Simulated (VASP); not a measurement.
Crystal: B.

```
B
1.0
     2.21301    0.00000    0.00000
    -1.10651    1.91652    0.00000
     0.00000    0.00000    3.59184
B
2
Direct
  0.33333 0.66667 0.25000
  0.66667 0.33333 0.75000
```

- Program: VASP 6.6.1
- Task: relaxation of cell and atoms
- Functional: PBE
- Potentials or basis: VASP PAW PBE potentials, release 64 (B)
- Cutoff: 600 eV
- k mesh: 9 × 9 × 6
- Occupations: gaussian, width 0.1 eV
- Spin: no spin polarisation

At the start: pressure -36.3 GPa; volume 7.62 Å³/atom.

Q: Where does the relaxation end?

A: Over 35 steps the energy falls by 941.0 meV/atom and the volume is 8.08 Å³/atom (+6.1 %); space group P6_3/mmc (No. 194, to 0.05 Å).

Step by step:
```tsv
step	energy change (eV)	largest force (eV/Å)	pressure (GPa)	volume (Å³)
1	0.0000	0.0000	-36.28	15.23
2	-0.4923	0.0000	4.38	11.73
3	-0.4940	0.0000	1.06	11.88
4	-0.4938	0.0000	-0.24	11.94
5	-0.5014	0.0000	0.18	11.97
6	-0.5594	0.0000	1.34	12.06
7	-0.7406	0.0000	0.64	12.19
8	-1.0504	0.0000	9.96	12.30
9	-1.2703	0.0000	47.74	11.97
10	8.9432	0.0000	497.44	9.69
11	-1.2524	0.0000	62.12	11.86
12	-1.2526	0.0000	62.19	11.86
13	-1.2532	0.0000	62.41	11.86
14	-1.2539	0.0000	62.85	11.87
15	-1.2540	0.0000	63.62	11.90
16	-1.2554	0.0000	63.50	11.90
17	-1.2596	0.0000	63.14	11.91
18	-1.2680	0.0000	62.42	11.94
19	-1.2845	0.0000	60.99	11.98
20	-1.3166	0.0000	58.14	12.08
21	-1.3765	0.0000	52.54	12.27
22	-1.4808	0.0000	41.90	12.65
23	-1.6320	0.0000	23.43	13.44
24	-1.7772	0.0000	1.71	15.10
25	-1.7889	0.0000	-4.87	15.82
26	-1.8071	0.0000	-5.93	15.95
27	-1.8563	0.0000	-6.72	16.30
28	-1.8662	0.0000	-3.12	16.99
29	-1.8750	0.0000	-4.48	16.73
30	-1.8751	0.0000	-4.71	16.69
31	-1.8804	0.0000	-2.07	16.45
32	-1.8815	0.0000	-0.10	16.28
33	-1.8815	0.0000	0.00	16.28
34	-1.8818	0.0000	0.01	16.25
35	-1.8820	0.0000	0.04	16.17
```

Final structure:
```
B
1.0
     1.70591    0.00000    0.00000
    -0.85296    1.47736    0.00000
     0.00000    0.00000    6.41468
B
2
Direct
  0.33333 0.66667 0.25000
  0.66667 0.33333 0.75000
```

Caveat: the k points lie up to 0.47 Å⁻¹ apart in the final cell; this functional lacks dispersion, which binds the layers, so the pressure and a relaxed spacing across them are unreliable.
